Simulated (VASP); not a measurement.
Input of a VASP 6.6.1 run:

The input INCAR:

```
SYSTEM = Nb
PREC = Accurate ; ENCUT = 520
EDIFF = 1E-7 ; ISMEAR = -1
SIGMA = 0.1 ; LREAL = .False.
LASPH = .True. ; NELM = 80
ALGO = Normal ; ISIF = 2
LWAVE = .False. ; LCHARG = .False.
GGA = PS ; NBANDS = 20
```

File KPOINTS:

```
regular mesh
0
Gamma
  11 11 11
  0 0 0
```

POSCAR

```
Nb
1.0
    0.0000000000      2.8270704326      2.8270704326
    2.8270704326      0.0000000000      2.8270704326
    2.8270704326      2.8270704326      0.0000000000
Nb
2
Direct
    0.1250000000      0.1250000000      0.1250000000
    0.8750000000      0.8750000000      0.8750000000
```

Potentials or basis: VASP PAW PBE potentials, release 64 (Nb_sv).

Run with:

```console
$ cat potpaw_PBE.64/Nb_sv/POTCAR > POTCAR
$ mpirun -np 1 vasp_std > vasp.out
```

Task: What does it give for the band gap on the k mesh?

Result: Zero (bands 13 and 14 overlap by 1.66 eV).

Task: Estimate the pressure.

Result: 7.5 GPa.

Caveat: the cell stands under pressure; the PAW data sets were made with another functional, which shifts forces and pressure a little.
